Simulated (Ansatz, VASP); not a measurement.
# One calculation of Al, two programs

The input INCAR:

```
SYSTEM = Al
ALGO = Fast ; EDIFF = 1E-7
ENCUT = 520 ; GGA = PS
ISIF = 2 ; ISMEAR = 0
LASPH = .True. ; LCHARG = .False.
LREAL = .False. ; LWAVE = .False.
NBANDS = 14 ; NELM = 80
PREC = Accurate ; SIGMA = 0.15
```

The input KPOINTS:

```
k-points
0
Gamma
  16 16 5
  0 0 0
```

Contents of POSCAR:

```
Al
1.0
   -1.6063180831      1.6063180831     -1.6063180831
   -1.6063180831     -1.6063180831      1.6063180831
   -0.3212636166      6.1040087160      6.7465359492
Al
4
Direct
    0.0000000000     -0.1750000000      0.8750000000
    0.5000000000      0.4750000000      0.1250000000
    0.0000000000     -0.0750000000      0.3750000000
    0.5000000000      0.3750000000      0.6250000000
```

Input for Ansatz:

```yaml
crystal:
  lattice:
    - [-1.6063180831, 1.6063180831, -1.6063180831]
    - [-1.6063180831, -1.6063180831, 1.6063180831]
    - [-0.3212636166, 6.104008716, 6.7465359492]
  atoms:
    - { symbol: Al, position: [0.0, -0.175, 0.875] }
    - { symbol: Al, position: [0.5, 0.475, 0.125] }
    - { symbol: Al, position: [0.0, -0.075, 0.375] }
    - { symbol: Al, position: [0.5, 0.375, 0.625] }
basis:
  ecutwfc: 420
kpoints:
  mp_grid: { grid: [16, 16, 5] }
hamiltonian:
  xc: pbesol
  pseudopotentials: { kind: paw, azcp: { folder: soft_1 } }
scf:
  occupations: { method: gaussian, width: 0.15 }
output:
  forces: true
  stress: true
  eigenvalues: true
```

Alike in both runs: task single point; functional PBEsol; k mesh 16 × 16 × 5; occupations gaussian, width 0.15 eV; no spin polarisation.

|  | VASP | Ansatz |
| --- | --- | --- |
| version | VASP 6.6.1 | Ansatz 0.2.0 |
| potentials or method | VASP PAW PBE potentials, release 64 (Al), cutoff 520 eV | scalar-relativistic, plane waves, PAW |
| valence electrons in the cell | 12 | 12 |

Ansatz gave:

| Item | Value |
| --- | --- |
| gap on the k mesh at the Fermi level (eV) | none |
| pressure (GPa) | 0.3 |
| traceless stress, the component that is largest in VASP (GPa) | 1.05 |
| rms of the force components (eV/Å) | 0.129 |

Problem. What did VASP give for the same quantities?

Solution. gap on the k mesh at the Fermi level (eV): none; pressure (GPa): 0.4; traceless stress, the component that is largest in VASP (GPa): 1.06; rms of the force components (eV/Å): 0.130.

VASP's potentials were made for PBE, not for PBEsol, and Ansatz warns of the same on its side. Atom by atom the forces differ by 0.001 eV/Å (rms over components). A gap of «none» marks a metal or a gap that the smearing closes.
